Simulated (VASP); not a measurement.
Runs of VASP 6.6.1 on B. The structure is that of space group Fm-3m (No. 225), or close to it. The cells are those of the table. 

```csv
task,cell,k mesh,cutoff (eV),gap on the mesh (eV),pressure (GPa),relaxed volume (Å³/atom)
single point,"a = 2.026 Å, angles 60.0°, 1 atom",10 × 10 × 10,500,none,0.1,-
single point,"a = 2.056 Å, angles 122.4, 122.4, 85.9°, 1 atom",10 × 10 × 10,520,none,0.0,-
relaxation of cell and atoms,"relaxed from a = 2.204 Å, angles 122.4, 122.4, 85.8°, 1 atom",10 × 10 × 10,600,none,-0.5,5.92
single point,"a = 2.204 Å, angles 122.4, 122.4, 85.8°, 1 atom",12 × 12 × 12,520,none,(b),-
relaxation of cell and atoms,"relaxed from a = 2.181 Å, angles 60.0°, 1 atom",10 × 10 × 10,500,none,0.3,5.88
single point,"a = 2.181 Å, angles 60.0°, 1 atom",10 × 10 × 10,500,none,(a),-
```

Alike in all rows: level PBE; potentials or basis VASP PAW PBE potentials, release 64 (B); no spin polarisation; smearing gaussian 0.1 eV.

Fill in the values left out.

(a) -40.5; (b) -36.4.

Caveats: some runs use coarse meshes; the volume moved by over 15 % at a fixed basis, so the end points are rough (some runs).

A gap of «none» marks levels without a gap at the run's occupations.
